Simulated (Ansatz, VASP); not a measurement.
**One calculation of MgO, two programs**

The input POSCAR:

```
MgO
1.0
   -0.0086140562      2.2818350271      2.2818350271
    2.2818350271     -0.0086140562      2.2818350271
    2.2818350271      2.2818350271     -0.0086140562
Mg O
1 1
Direct
   -0.0003332306     -0.0003332306     -0.0003332306
    0.2503332306      0.2503332306      0.2503332306
```

File INCAR.step1:

```
PREC     = Accurate       # precision mode
ENCUT    = 520            # plane-wave cutoff, eV
ISMEAR   = 0              # smearing method
SIGMA    = 0.01           # smearing width, eV
LREAL    = False          # projectors in reciprocal space
LASPH    = True           # aspherical terms in the spheres
NELM     = 60             # most SCF steps
NBANDS   = 11             # bands
GGA      = PE             # functional
ALGO     = Normal         # electronic algorithm
EDIFF    = 1E-4           # SCF threshold, eV
LWAVE    = True           # write WAVECAR
LCHARG   = False          # write CHGCAR
```

Contents of INCAR.step2:

```
PREC     = Accurate       # precision mode
ENCUT    = 520            # plane-wave cutoff, eV
EDIFF    = 1E-7           # SCF threshold, eV
ISMEAR   = 0              # smearing method
SIGMA    = 0.01           # smearing width, eV
LREAL    = False          # projectors in reciprocal space
LASPH    = True           # aspherical terms in the spheres
NELM     = 60             # most SCF steps
ALGO     = Normal         # electronic algorithm
ISIF     = 2              # what is computed and relaxed
LWAVE    = False          # write WAVECAR
LCHARG   = True           # write CHGCAR
METAGGA  = R2SCAN         # meta-GGA
LMIXTAU  = True         
LELF     = True           # ELF
LVHAR    = True         
NBANDS   = 11             # bands
ISTART   = 1
```

The input KPOINTS:

```
regular mesh
0
Gamma
  10 10 10
```

Input for Ansatz:

```yaml
crystal:
  lattice:
    - [-0.0086140562, 2.2818350271, 2.2818350271]
    - [2.2818350271, -0.0086140562, 2.2818350271]
    - [2.2818350271, 2.2818350271, -0.0086140562]
  atoms:
    - { symbol: Mg, position: [-0.0003332306, -0.0003332306, -0.0003332306] }
    - { symbol: O, position: [0.2503332306, 0.2503332306, 0.2503332306] }
kpoints:
  mp_grid: { grid: [10, 10, 10] }
  band_path:
    path:
      - [0.0, 0.0, 0.0]
      - [-0.5, -0.5, 0.0]
      - [-0.375, -0.375, 0.25]
      - [-0.375, 0.0, 0.375]
      - [0.0, 0.0, 0.5]
      - [-0.5, -0.25, 0.25]
    npoints: 1
hamiltonian:
  xc: r2scan
scf:
  occupations: { method: fixed }
  n_extra_bands: 4
output:
  forces: true
  stress: true
  eigenvalues: true
```

Change from the starting cell: epitaxial_111 strain +0.4%.

Alike in both runs: task single point; functional r2SCAN; k mesh 10 × 10 × 10; no spin polarisation.

```csv
,VASP,Ansatz
version,VASP 6.6.1,Ansatz 0.2.0
potentials or method,"VASP PAW PBE potentials, release 64 (Mg, O)","plane waves, PAW"
plane-wave cutoff (eV),520,500
occupations,"gaussian, width 0.01 eV",fixed
valence electrons in the cell,8,16
```

Ansatz gave:

```
gap on the k mesh at the Fermi level (eV)                     : 4.28
pressure (GPa)                                                : -0.7
traceless stress, the component that is largest in VASP (GPa) : 0.33
```

**Question.** Which values does VASP return?

**Answer.** gap on the k mesh at the Fermi level (eV): 4.27; pressure (GPa): -1.2; traceless stress, the component that is largest in VASP (GPa): 0.33.

VASP's potentials were made for PBE, not for r2SCAN. VASP's potentials hold 8 valence electrons a cell and Ansatz's 16, so a difference there can come from the potentials and not from the codes.
